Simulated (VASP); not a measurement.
Write the native input for VASP 6.6.1 that does the following.

```yaml
Task: single point
Functional: r2SCAN
Potentials_or_basis: VASP PAW PBE potentials, release 64 (In_d, Sn_d, Te)
Cutoff: 520 eV
k_mesh: 6 × 6 × 2
Occupations: fermi-dirac, width 0.1 eV
Spin: no spin polarisation
Dipole_correction: no
Further_INCAR_settings: ALGO = Normal; EDIFF = 1e-06; NBANDS = 38
```

Crystal: InSn2Te3.

```
In Sn Te
1.0
     4.54717    0.00000    0.00000
    -2.27359    3.93797    0.00000
     0.00000    0.00000   11.21725
In Sn Te
1 2 3
Direct
  0.00000 0.00000 0.00000
  0.33333 0.66667 0.66867
  0.66667 0.33333 0.33133
  0.33333 0.66667 0.16576
  0.66667 0.33333 0.83424
  0.00000 0.00000 0.50000
```

The input as run:

POSCAR

```
InSn2Te3
1.0
    4.5471724022      0.0000000000      0.0000000000
   -2.2735856913      3.9379669958      0.0000000000
    0.0000000000      0.0000000000     11.2172541521
In Sn Te
1 2 3
Direct
    0.0000000000      0.0000000000      0.0000000000
    0.3333333333      0.6666666667      0.6686670000
    0.6666666667      0.3333333333      0.3313330000
    0.3333333333      0.6666666667      0.1657570000
    0.6666666667      0.3333333333      0.8342430000
    0.0000000000      0.0000000000      0.5000000000
```

INCAR.step1

```
PREC = Accurate
ENCUT = 520
ISMEAR = -1
SIGMA = 0.1
LREAL = F
LASPH = T
NELM = 80
NBANDS = 38
GGA = PE
ALGO = Normal
EDIFF = 1E-4
LWAVE = T
LCHARG = F
```

INCAR.step2

```
PREC = Accurate
ENCUT = 520
EDIFF = 1E-6
ISMEAR = -1
SIGMA = 0.1
LREAL = F
LASPH = T
NELM = 80
ALGO = Normal
ISIF = 2
LWAVE = F
LCHARG = F
METAGGA = R2SCAN
LMIXTAU = T
NBANDS = 38
ISTART = 1
```

KPOINTS

```
Automatic mesh
0
Gamma
  6 6 2
```

Potentials or basis: VASP PAW PBE potentials, release 64 (In_d, Sn_d, Te).

Command:

```sh
$ cat potpaw_PBE.64/In_d/POTCAR potpaw_PBE.64/Sn_d/POTCAR potpaw_PBE.64/Te/POTCAR > POTCAR
$ cp INCAR.step1 INCAR
$ mpirun -np 1 vasp_std > vasp.out
$ cp INCAR.step2 INCAR
$ mpirun -np 1 vasp_std > vasp.out
```

It gave:

| Property | Result |
| --- | --- |
| Pressure | -2.4 GPa |
| Largest force | 0.083 eV/Å |

Caveat: the PAW data sets were made with another functional, which shifts forces and pressure a little.

It took 18 min on 1 thread of AMD EPYC 7R13 (shared host), peak memory 0.39 GiB.
